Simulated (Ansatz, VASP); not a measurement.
# Two plane-wave programs on Hf2ZrTe6

```xyz
9
Lattice="3.4474 1.9904 7.1603 -3.4474 1.9904 7.1603 0.0000 -3.9808 7.1603" Properties=species:S:1:pos:R:3 pbc="T T T"
Zr    0.0000    0.0000    0.0000
Hf    0.0000    0.0000    7.1607
Hf    0.0000    0.0000   14.3202
Te   -2.2912   -0.0127    8.9373
Te    1.1566   -1.9779    8.9373
Te    1.1346    1.9906    8.9373
Te    2.2912    0.0127   12.5437
Te   -1.1346   -1.9906   12.5437
Te   -1.1566    1.9779   12.5437
```

Alike in both runs: functional PBE; k mesh 6 × 6 × 6; occupations gaussian, width 0.1 eV; no spin polarisation.

Ansatz relaxed the structure, and its values are those at the end. VASP's run is a single point on that final structure, the one shown.

|  | VASP | Ansatz |
| --- | --- | --- |
| version | VASP 6.6.1 | Ansatz 0.2.0 |
| potentials or method | VASP PAW PBE potentials, release 64 (Zr_sv, Hf_pv, Te), cutoff 520 eV | scalar-relativistic, plane waves, PAW |
| valence electrons in the cell | 68 | 160 |

```csv
,VASP,Ansatz,Ansatz less VASP
gap on the k mesh at the Fermi level (eV),none,none,-
pressure (GPa),-0.1,0.0,+0.10
rms of the force components (eV/Å),0.009,0.003,-0.0054
```

A gap of «none» marks a metal or a gap that the smearing closes. With one functional, cell and mesh, what is left measures potentials, basis and numerics. VASP's potentials hold 68 valence electrons a cell and Ansatz's 160, so a difference there can come from the potentials and not from the codes.

Neither program's run includes spin-orbit coupling.
